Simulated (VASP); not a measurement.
Al: single point with PBE

Al:

```xyz
1
Lattice="-0.0607 1.9936 1.9936 1.9936 -0.0607 1.9936 1.9936 1.9936 -0.0607" Properties=species:S:1:pos:R:3 pbc="T T T"
Al    0.0000    0.0000    0.0000
```

This cell differs from its parent crystal: equal xy, yz and zx shear strains of -3 %.

```yaml
Program: VASP 6.6.1
Task: single point
Functional: PBE
Potentials_or_basis: VASP PAW PBE potentials, release 64 (Al)
Cutoff: 520 eV
k_mesh: 14 × 14 × 14
Occupations: fermi-dirac, width 0.05 eV
Spin: no spin polarisation
```

```yaml
Pressure: -0.3 GPa
```

Stress tensor (GPa, compression positive):
```
-0.33  0.14  0.14
 0.14 -0.33  0.14
 0.14  0.14 -0.33
```

Levels at points of the mesh, in eV from the Fermi level:
| k point | band 1 | band 2 | band 3 | band 4 | band 5 | band 6 |
| --- | --- | --- | --- | --- | --- | --- |
| (0.00, 0.00, 0.00) | -11.10 | 12.12 | 12.12 | 13.52 | 13.56 | 13.56 |
| (0.50, 0.00, 0.00) | -4.65 | -4.55 | 11.12 | 11.38 | 11.79 | 12.13 |
| (0.50, 0.50, 0.00) | -2.91 | -1.59 | 5.04 | 5.21 | 6.15 | 9.11 |
| (0.50, 0.50, 0.50) | -4.32 | -3.81 | 10.64 | 10.64 | 10.95 | 10.95 |

Run time: 78 s on 1 thread of AMD EPYC 7R13, on a shared host, peak memory 0.12 GiB.

Caveat: the cell differs from its parent crystal (equal xy, yz and zx shear strains of -3 %).
